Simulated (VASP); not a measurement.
# CaSiH6 (P-1) in VASP: single point with PBEsol

Aim: the single point of CaSiH6 with PBEsol.

Everything below comes from runs of VASP 6.6.1. Logs are shortened: lines on timing, memory, paths and dates and some standing lists are left out, and cuts for length are marked.

### 1 The cell of the first run

The typed cell holds 8 atoms: a = 4.091 Å, b = 4.091 Å, c = 5.851 Å, α = 118.47°, β = 61.56°, γ = 80.83°.

### 2 Single point, PBEsol

Input file INCAR:

```
SYSTEM = CaSiH6
ALGO = Normal ; EDIFF = 1E-6
ENCUT = 520 ; GGA = PS
ISIF = 2 ; ISMEAR = -1
LASPH = .TRUE. ; LCHARG = .TRUE.
LELF = .TRUE. ; LREAL = .FALSE.
LVHAR = .TRUE. ; LWAVE = .FALSE.
NBANDS = 20 ; NELM = 60
PREC = Accurate ; SIGMA = 0.05
```

Input file KPOINTS:

```
k-points
0
G
  4 4 2
  0 0 0
```

Input file POSCAR:

```
CaSiH6
1.0
    3.1105816499     -2.4620623790      1.0013657249
    3.1193091884      2.4406436392     -1.0240828750
    0.0093889874     -2.4592572830      5.3093451265
Ca Si H
1 1 6
Direct
    1.1164767476      1.1103276496      0.7442624455
    0.1164745902      0.1103292896      0.2442644806
    0.4127040909     -0.2866746582      0.1769779817
   -0.1797509432      0.5073326678      0.3115472380
    0.5133403338      1.0097661076      0.9148881627
    1.2172317509      0.4067299189      0.4731654700
   -0.2803920096      0.2108922797      0.5736403805
    0.0157284427     -0.1860769524      1.0153532196
```

Potentials or basis: VASP PAW PBE potentials, release 64 (Ca_sv, Si, H).

Started as:

```console
cat potpaw_PBE.64/Ca_sv/POTCAR potpaw_PBE.64/Si/POTCAR potpaw_PBE.64/H/POTCAR > POTCAR
mpirun -np 1 vasp_std > vasp.out
```

OUTCAR:

```text
SYSTEM = CaSiH6
   EDIFF = 1E-6
   ENCUT = 520
   GGA = PS
   ISIF = 2
   ISMEAR = -1
   LASPH = .TRUE.
   LREAL = .FALSE.
   NELM = 60
   PREC = Accurate

 ion  position               nearest neighbor table
   1  0.116  0.110  0.744-   2 2.93   2 2.93
   2  0.116  0.110  0.244-   3 1.60   4 1.60   5 1.60   7 1.60   6 1.60   8 1.60   1 2.93   1 2.93

   3  0.413  0.713  0.177-   2 1.60
   4  0.820  0.507  0.312-   2 1.60
   5  0.513  0.010  0.915-   2 1.60
   6  0.217  0.407  0.473-   2 1.60
   7  0.720  0.211  0.574-   2 1.60
   8  0.016  0.814  0.015-   2 1.60

  LATTYP: Found a triclinic cell.
 ALAT       =     4.0932562011
 B/A-ratio  =     1.5224945116
 C/A-ratio  =     1.8206671401
 COS(alpha) =     0.0000708942
 COS(beta)  =     0.5487878996
 COS(gamma) =     0.7615323248

  Lattice vectors:

 A1 = (  -0.0181165259,  -2.4434487352,  -3.2838965266)
 A2 = (   3.0924651240,  -4.9055111142,  -2.2825308017)
 A3 = (  -6.2480073642,  -2.4220299954,  -3.2611793765)

Analysis of symmetry for initial positions (statically):
=====================================================================
 Subroutine PRICEL returns:
 Original cell was already a primitive cell.

 Routine SETGRP: Setting up the symmetry group for a
 triclinic supercell.

 Subroutine GETGRP returns: Found  1 space group operations
 (whereof  1 operations were pure point group operations)
 out of a pool of  2 trial point group operations.

The static configuration has the point symmetry C_1 .

Analysis of symmetry for dynamics (positions and initial velocities):
=====================================================================
 Subroutine PRICEL returns:
 Original cell was already a primitive cell.

 Routine SETGRP: Setting up the symmetry group for a
 triclinic supercell.

 Subroutine GETGRP returns: Found  1 space group operations
 (whereof  1 operations were pure point group operations)
 out of a pool of  2 trial point group operations.

The dynamic configuration has the point symmetry C_1 .

 Subroutine INISYM returns: Found  1 space group operations
 (whereof  1 operations are pure point group operations),
 and found     1 'primitive' translations

----------------------------------------------------------------------------------------

                                     Primitive cell

  volume of cell :      65.5681

  direct lattice vectors                    reciprocal lattice vectors
     3.110581650 -2.462062379  1.001365725     0.159219656 -0.252731052 -0.117345092
     3.119309188  2.440643639 -1.024082875     0.161806076  0.251734311  0.116315709
     0.009388987 -2.459257283  5.309345127     0.001180132  0.096221473  0.232914276

  length of vectors
     4.091479277  4.090913947  5.851254584     0.320926399  0.321061854  0.252009970

  position of ions in fractional coordinates (direct lattice)
     0.116476748  0.110327650  0.744262445
     0.116474590  0.110329290  0.244264481
     0.412704091  0.713325342  0.176977982
     0.820249057  0.507332668  0.311547238
     0.513340334  0.009766108  0.914888163
     0.217231751  0.406729919  0.473165470
     0.719607990  0.210892280  0.573640381
     0.015728443  0.813923048  0.015353220

  ion indices of the primitive-cell ions
   primitive index   ion index
                 1           1
                 2           2
                 3           3
                 4           4
                 5           5
                 6           6
                 7           7
                 8           8

----------------------------------------------------------------------------------------

 KPOINTS: k-points

Automatic generation of k-mesh.
 Grid dimensions read from file:
 generate k-points for:    4    4    2

 Generating k-lattice:

  Cartesian coordinates                     Fractional coordinates (reciprocal lattice)
     0.039804914 -0.063182763 -0.029336273     0.250000000  0.000000000 -0.000000000
     0.040451519  0.062933578  0.029078927    -0.000000000  0.250000000  0.000000000
     0.000590066  0.048110737  0.116457138     0.000000000 -0.000000000  0.500000000

  Length of vectors
     0.080231600  0.080265463  0.126004985

  Shift w.r.t. Gamma in fractional coordinates (k-lattice)
     0.000000000  0.000000000  0.000000000

 Subroutine IBZKPT returns following result:
 ===========================================

 Found     20 irreducible k-points:

 Following reciprocal coordinates:
            Coordinates               Weight
  0.000000  0.000000  0.000000      1.000000
  0.250000 -0.000000  0.000000      2.000000
  0.500000 -0.000000  0.000000      1.000000
 -0.000000  0.250000  0.000000      2.000000
  0.250000  0.250000  0.000000      2.000000
  0.500000  0.250000  0.000000      2.000000
[... 12 lines left out ...]
  0.250000  0.500000  0.500000      2.000000
  0.500000  0.500000  0.500000      1.000000
   k-points           NKPTS =     20   k-points in BZ     NKDIM =     20   number of bands    NBANDS=     20
   number of dos      NEDOS =    301   number of ions     NIONS =      8
   total plane-waves  NPLWV =  43200
   dimension x,y,z NGX =    30 NGY =   30 NGZ =   48
   dimension x,y,z NGXF=    60 NGYF=   60 NGZF=   96
   ions per type =               1   1   6
   NGX,Y,Z   is equivalent  to a cutoff of  12.19, 12.19, 13.64 a.u.
   NGXF,Y,Z  is equivalent  to a cutoff of  24.38, 24.38, 27.28 a.u.
 SYSTEM =  CaSiH6
   PREC   = accura    normal or accurate (medium, high low for compatibility)
   ISTART =      0    job   : 0-new  1-cont  2-samecut
   ICHARG =      2    charge: 1-file 2-atom 10-const
   ISPIN  =      1    spin polarized calculation?
   LNONCOLLINEAR =      F non collinear calculations
   LSORBIT =      F    spin-orbit coupling
   LASPH  =      T    aspherical Exc in radial PAW
   ENCUT  =  520.0 eV  38.22 Ry    6.18 a.u.   7.61  7.61 10.88*2*pi/ulx,y,z
   NELM   =     60;   NELMIN=  2; NELMDL= -5     # of ELM steps
   EDIFF  = 0.1E-05   stopping-criterion for ELM
   LREAL  =      F    real-space projection
   EDIFFG = 0.1E-04   stopping-criterion for IOM
   NSW    =      0    number of steps for IOM
   IBRION =     -1    ionic relax: 0-MD 1-quasi-New 2-CG
   NFREE  =      0    steps in history (QN), initial steepest desc. (CG)
   ISIF   =      2    stress and relaxation
   ISYM   =      2    0-nonsym 1-usesym 2-fastsym
   POTIM  = 0.5000    time-step for ionic-motion
   TEBEG  =    0.0;   TEEND  =   0.0 temperature during run
   PSTRESS=    0.0 pullay stress
   NELECT =      20.0000    total number of electrons
   NUPDOWN=      -1.0000    fix difference up-down
   EMIN   =  10.00;   EMAX   =-10.00  energy-range for DOS
   EFERMI =   0.00;   METHOD = LEGACY
   ISMEAR =    -1;   SIGMA  =   0.05  broadening in eV -4-tet -1-fermi 0-gaus
   EFERMI_NEDOS =   21; number of points for ismear=-14 and -15
   IALGO  =     38    algorithm
   IMIX   =      4    mixing-type and parameters
     AMIX     =   0.40;   BMIX     =  1.00
     AMIX_MAG =   1.60;   BMIX_MAG =  1.00
  volume/ion in A,a.u.               =       8.20        55.31
  Fermi-wavevector in a.u.,A,eV,Ry     =   1.102014  2.082505 16.523397  1.214435
  Thomas-Fermi vector in A             =   2.238451
   LORBIT       =      0    0 simple, 1 ext, 2 COOP (PROOUT), +10 PAW based schemes
   GGA     = PS    functional components
   LHFCALC =     F    Hartree Fock is set to
   AEXX    =    0.0000 exact exchange contribution
   IVDW    =     0    specifies the selected vdW correction
   LEPSILON=     F    determine dielectric tensor
   LRPA    =     F    only Hartree local field effects (RPA)
 non-spin polarized calculation
  energy-cutoff  :      520.00
  volume of cell :       65.57
 maximum number of plane-waves:      1777
   NGX = 15   NGY = 15   NGZ = 21

 number of electron      20.0000000 magnetization

 Free energy of the ion-electron system (eV)
  ---------------------------------------------------
  ext. energy  EPLUGINS =         0.00000000
  ---------------------------------------------------
  free energy    TOTEN  =       -29.23052828 eV

  energy without entropy =      -29.23052825  energy(sigma->0) =      -29.23052826

 E-fermi :   3.0431     XC(G=0):  -9.6833

 val. band max:        2.2341168566   @ k =   0.5000  -0.0000   0.5000
 cond. band min:       3.7973708654   @ k =   0.0000   0.0000   0.0000
 fundamental gap:      1.5632540087
 Fermi energy:         3.0430616055

 k-point     1 :       0.0000    0.0000    0.0000
  band No.  band energies     occupation
      1     -37.2794      2.00000
      2     -18.4449      2.00000
      3     -18.3589      2.00000
      4     -18.3587      2.00000
      5      -8.1679      2.00000
      6      -1.0972      2.00000
[... 12 lines left out ...]
     19      10.8381      0.00000
     20      11.1624      0.00000

 k-point     2 :       0.2500   -0.0000    0.0000
  band No.  band energies     occupation
      1     -37.2759      2.00000
      2     -18.4596      2.00000
      3     -18.4019      2.00000
      4     -18.3645      2.00000
      5      -7.5053      2.00000
      6      -2.2777      2.00000
[... 12 lines left out ...]
     19      11.3358      0.00000
     20      11.7380      0.00000
[... 373 lines left out ...]
      3     -18.4149      2.00000
      4     -18.3936      2.00000
      5      -6.5682      2.00000
      6      -3.3888      2.00000
[... 12 lines left out ...]
     19      11.3071      0.00000
     20      11.7839      0.00000

 k-point    20 :       0.5000    0.5000    0.5000
  band No.  band energies     occupation
      1     -37.2691      2.00000
      2     -18.4751      2.00000
      3     -18.4304      2.00000
      4     -18.4303      2.00000
      5      -5.8475      2.00000
      6      -2.6284      2.00000
[... 12 lines left out ...]
     19      12.8250      0.00000
     20      12.8323      0.00000

------------------------ aborting loop because EDIFF is reached ----------------------------------------

  FORCE on cell =-STRESS in cart. coord.  units (eV):
  Direction    XX          YY          ZZ          XY          YZ          ZX
  --------------------------------------------------------------------------------------
  -------------------------------------------------------------------------------------
  Total       -0.0262250     -0.0107562      0.0129096      0.0034467     -0.0219032      0.0018454
  in kB       -0.6408162     -0.2628311      0.3154506      0.0842218     -0.5352102      0.0450938
  external PRESSURE =      -0.1960656 kB  Pullay stress =       0.0000000 kB

 VOLUME and BASIS-vectors are now :
 -----------------------------------------------------------------------------
  energy-cutoff  :      520.00
  volume of cell :       65.57
      direct lattice vectors                 reciprocal lattice vectors
     3.110581650 -2.462062379  1.001365725     0.159219656 -0.252731052 -0.117345092
     3.119309188  2.440643639 -1.024082875     0.161806076  0.251734311  0.116315709
     0.009388987 -2.459257283  5.309345127     0.001180132  0.096221473  0.232914276

 POSITION                                       TOTAL-FORCE (eV/Angst)
 -----------------------------------------------------------------------------------
      0.71344     -1.84784      3.95520        -0.000019     -0.000021      0.000072
      0.70875     -0.61820      1.30053        -0.000003      0.000012     -0.000146
      3.51049      0.28964      0.62240        -0.000993      0.002914     -0.004981
      4.13690     -1.54746      1.95593         0.000956     -0.002910      0.004993
      1.63584     -3.48999      5.36150        -0.002683     -0.002978      0.004053
      1.94888     -0.70579      2.31320        -0.002694      0.000770     -0.005989
      2.90162     -2.66774      3.55027         0.002734      0.002944     -0.004101
      2.58795      1.91001     -0.73626         0.002702     -0.000731      0.006099
 -----------------------------------------------------------------------------------
    total drift:                               -0.000036     -0.000008      0.000089

  FREE ENERGIE OF THE ION-ELECTRON SYSTEM (eV)
  ---------------------------------------------------
  free  energy   TOTEN  =       -29.2305282768 eV

  energy  without entropy=      -29.2305282474  energy(sigma->0) =      -29.23052826
```

It used 31 s of CPU time on 1 thread of Intel(R) Xeon(R) Platinum 8488C (Sapphire Rapids), on a shared host.

Results:

* Free energy: -29.2305 eV
* Pressure: 0.0 GPa
* Largest force: 0.007 eV/Å
* Band gap on the k mesh: 1.56 eV, indirect (least direct gap 3.24 eV)

Forces in eV/Å, atoms in the order of the input:
```
Ca   0.000  0.000  0.000
Si   0.000  0.000  0.000
H   -0.001  0.003 -0.005
H    0.001 -0.003  0.005
H   -0.003 -0.003  0.004
H   -0.003  0.001 -0.006
H    0.003  0.003 -0.004
H    0.003 -0.001  0.006
```

Levels at points of the mesh, in eV from the valence-band top:
```csv
k point,band 7,band 8,band 9,band 10,band 11,band 12,band 13,band 14
"(0.00, 0.00, 0.00)",-2.95,-2.95,-1.68,-1.68,1.56,4.29,4.30,5.18
"(0.50, 0.00, 0.00)",-4.81,-2.80,-2.54,-0.64,2.99,4.58,5.63,5.74
"(0.00, 0.50, 0.00)",-4.81,-2.80,-2.54,-0.64,2.99,4.58,5.64,5.74
"(0.50, 0.50, 0.00)",-4.81,-2.80,-2.54,-0.65,2.99,4.57,5.64,5.74
"(0.00, 0.00, 0.50)",-3.65,-3.11,-0.69,0.00,3.66,4.00,4.22,4.72
"(0.50, 0.00, 0.50)",-3.64,-3.11,-0.70,0.00,3.66,4.00,4.22,4.73
"(0.00, 0.50, 0.50)",-3.65,-3.11,-0.70,0.00,3.66,4.00,4.22,4.72
"(0.50, 0.50, 0.50)",-4.74,-4.73,-2.53,-2.53,4.32,5.42,5.64,5.65
```

Caveat: the k points lie up to 0.79 Å⁻¹ apart; the PAW data sets were made with another functional, which shifts forces and pressure a little. A k mesh can miss the band edges.
